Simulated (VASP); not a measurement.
Wanted: the native input for a VASP 6.6.1 run.

```yaml
Task: single point
Functional: PBE
Potentials_or_basis: VASP PAW PBE potentials, release 64 (B, O)
Cutoff: 520 eV
k_mesh: 12 × 12 × 12
Occupations: gaussian, width 0.1 eV
Spin: no spin polarisation
Dipole_correction: no
Further_INCAR_settings: ALGO = Normal; EDIFF = 1e-06; NBANDS = 12
```

The structure of BO lies in POSCAR:

```
BO
1.0
    1.1963346438      0.6907041287      4.6458589500
   -1.1963346438      0.6907041287      4.6458589500
    0.0000000000     -1.3814082573      4.6458589500
B O
1 1
Direct
    0.7337174789      0.7337174789      0.7337174789
    0.0241121811      0.0241121811      0.0241121811
```

One way to write it, as run:

INCAR

```
SYSTEM = BO
  PREC = Accurate
  ENCUT = 520
  EDIFF = 1E-6
  ISMEAR = 0
  SIGMA = 0.1
  LREAL = .FALSE.
  LASPH = .TRUE.
  NELM = 60
  ALGO = Normal
  ISIF = 2
  LWAVE = .FALSE.
  LCHARG = .FALSE.
  GGA = PE
  NBANDS = 12
```

KPOINTS

```
regular mesh
0
G
  12 12 12
  0 0 0
```

Potentials or basis: VASP PAW PBE potentials, release 64 (B, O).

Launch:

```bash
$ cat potpaw_PBE.64/B/POTCAR potpaw_PBE.64/O/POTCAR > POTCAR
$ mpirun -np 1 vasp_std > vasp.out
```

Results of the run:

```
Pressure               : 0.6 GPa
Band gap on the k mesh : zero (an odd number of electrons rules out a gap without spin polarisation)
```

Caveat: an odd number of electrons without spin polarisation forces a metal; a magnetic or distorted state may lie lower.

Run time: 3 min on 1 thread of Oxide Virtual Turin-like Processor, with other jobs on the host, peak memory 0.19 GiB.
